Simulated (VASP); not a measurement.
Input of a VASP 6.6.1 run:

INCAR

```
SYSTEM = GeSe
ALGO     = Normal         ! electronic algorithm
EDIFF    = 1E-6           ! SCF threshold, eV
ENCUT    = 500            ! plane-wave cutoff, eV
GGA      = PE             ! functional
GGA_COMPAT= .False.      
ISIF     = 2              ! what is computed and relaxed
ISMEAR   = 0              ! smearing method
IVDW     = 12             ! dispersion correction
LASPH    = .True.         ! aspherical terms in the spheres
LCHARG   = .False.        ! write CHGCAR
LREAL    = .False.        ! projectors in reciprocal space
LWAVE    = .False.        ! write WAVECAR
NBANDS   = 50             ! bands
NELM     = 120            ! most SCF steps
PREC     = Accurate       ! precision mode
SIGMA    = 0.05           ! smearing width, eV
```

The input KPOINTS:

```
k-points
0
Gamma
  4 8 6
  0 0 0
```

File POSCAR:

```
GeSe
1.0
   10.9623945655      0.0000000000      0.0000000000
    0.0000000000      3.8767405740      0.0000000000
    0.0000000000      0.0000000000      4.4288126147
Ge Se
4 4
Direct
    0.3767545140      0.7500000000      0.6141826125
    0.1232454860      0.2500000000      0.1141826125
    0.8767545140      0.7500000000      0.8858173875
    0.6232454860      0.2500000000      0.3858173875
    0.1453716177      0.7500000000      0.5021862846
    0.3546283823      0.2500000000      0.0021862846
    0.6453716177      0.7500000000      0.9978137154
    0.8546283823      0.2500000000      0.4978137154
```

Potentials or basis: VASP PAW PBE potentials, release 64 (Ge_d, Se).

Command:

```console
$ cat potpaw_PBE.64/Ge_d/POTCAR potpaw_PBE.64/Se/POTCAR > POTCAR
$ mpirun -np 1 vasp_std > vasp.out
```

Question: What does it give for the band gap on the k mesh?

Answer: 0.72 eV, indirect (least direct gap 0.93 eV).

Question: Predict the pressure.

Answer: 0.0 GPa.

Forces on the atoms (eV/Å):
```
Ge   0.014  0.000 -0.016
Ge  -0.014  0.000 -0.016
Ge   0.014  0.000  0.016
Ge  -0.014  0.000  0.016
Se  -0.010  0.000  0.013
Se   0.010  0.000  0.013
Se  -0.010  0.000 -0.013
Se   0.010  0.000 -0.013
```

A k mesh can miss the band edges.
